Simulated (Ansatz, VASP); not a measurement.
**SnO2: VASP beside Ansatz**

```
Sn O
1.0
    -2.00007    2.00007    5.12368
     2.00007   -2.00007    5.12368
     2.00007    2.00007   -5.12368
Sn O
2 4
Direct
  0.75000 0.25000 0.50000
  0.00000 0.00000 0.00000
  0.79652 0.79652 0.00000
  0.95348 0.45348 0.50000
  0.20348 0.20348 0.00000
  0.54652 0.04652 0.50000
```

Alike in both runs: task relaxation of cell and atoms; functional PBEsol; dispersion D3(BJ); k mesh 6 × 6 × 6; no spin polarisation.

```csv
,VASP,Ansatz
version,VASP 6.6.1,Ansatz 0.2.0
potentials or method,"VASP PAW PBE potentials, release 64 (Sn_d, O), cutoff 600 eV","plane waves, PAW"
occupations,"methfessel-paxton of order 1, width 0.02 eV","cold, width 0.02 eV"
valence electrons in the cell,52,52
```

```csv
,VASP,Ansatz,Ansatz less VASP
relaxed volume (Å³/atom),13.60,13.56,-0.043
relaxed cell length with the largest relative difference (Å),5.834,5.824,-0.0097
```

VASP's potentials were made for PBE, not for PBEsol.
